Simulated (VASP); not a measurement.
PrAgC: relaxation of cell and atoms with PBE

PrAgC:

```
Pr Ag C
1.0
     4.16301    0.00000    0.00000
    -2.08150    3.60527    0.00000
     0.00000    0.00000    4.54432
Pr Ag C
1 1 1
Direct
  0.00000 0.00000 0.00000
  0.66667 0.33333 0.50000
  0.33333 0.66667 0.50000
```

The cell was generated, and may not be a known phase.

| Property | Result |
| --- | --- |
| Program | VASP 6.6.1 |
| Task | relaxation of cell and atoms |
| Functional | PBE |
| Potentials or basis | VASP PAW PBE potentials, release 64 (Pr_3, Ag, C), 4f in core |
| Cutoff | 600 eV |
| k mesh | 6 × 6 × 4 |
| Occupations | gaussian, width 0.1 eV |
| Spin | no spin polarisation |
| Dipole correction | no |
| Further INCAR settings | ALGO = Normal; EDIFF = 1e-07; IBRION = 2; EDIFFG = -0.04; NSW = 90; ISIF = 3 |

```yaml
Relaxed_volume: 18.17 Å³/atom
Relaxed_cell: a = 3.985 Å, b = 3.985 Å, c = 3.964 Å, α = 90.00°, β = 90.00°, γ = 120.00°
Space_group_after_relaxing_to_0.1_Å: P-6m2 (No. 187)
Energy_gained_by_relaxing: 249.2 meV/atom
Ionic_steps: 6
Pressure_after_relaxing: 0.2 GPa
Band_gap_on_the_k_mesh: zero (bands 13 and 14 overlap by 1.32 eV)
```

Stress tensor (GPa, compression positive):
```
 0.30  0.00  0.00
 0.00  0.30  0.00
 0.00  0.00 -0.08
```

Step by step:
| step | energy change (eV) | largest force (eV/Å) | pressure (GPa) | volume (Å³) |
| --- | --- | --- | --- | --- |
| 1 | 0.0000 | 0.0000 | -13.25 | 68.20 |
| 2 | -0.5961 | 0.0000 | 8.82 | 51.26 |
| 3 | -0.6855 | 0.0000 | 0.32 | 54.94 |
| 4 | -0.7245 | 0.0000 | 0.22 | 54.77 |
| 5 | -0.7343 | 0.0000 | 0.26 | 54.24 |
| 6 | -0.7475 | 0.0000 | 0.17 | 54.51 |

Final structure:
```
Pr Ag C
1.0
     3.98453    0.00000    0.00000
    -1.99226    3.45070    0.00000
     0.00000    0.00000    3.96449
Pr Ag C
1 1 1
Direct
  0.00000 0.00000 0.00000
  0.66667 0.33333 0.50000
  0.33333 0.66667 0.50000
```

Levels at points of the mesh, in eV from the Fermi level:
| k point | band 11 | band 12 | band 13 | band 14 | band 15 | band 16 |
| --- | --- | --- | --- | --- | --- | --- |
| (0.00, 0.00, 0.00) | -0.25 | -0.22 | -0.22 | 0.29 | 0.86 | 3.84 |
| (0.50, 0.00, 0.00) | -3.95 | -0.68 | -0.61 | 0.42 | 3.59 | 3.85 |
| (0.00, 0.00, 0.50) | -3.72 | 1.28 | 1.28 | 2.34 | 2.43 | 2.43 |
| (0.50, 0.00, 0.50) | -3.31 | -2.06 | -1.52 | 0.23 | 3.16 | 4.82 |

It took 2.1 min on 1 thread of Intel(R) Xeon(R) Platinum 8488C (Sapphire Rapids) (shared host), peak memory 0.24 GiB.

Caveat: the volume moved by over 15 % at a fixed basis, so the end points are rough; spin-orbit coupling is left out, which moves the levels of the heavy elements; the 4f electrons are frozen in the core, so they carry no moment and show no levels. Spin polarisation is off, so any magnetic state and its effect on volume and gap are missing.
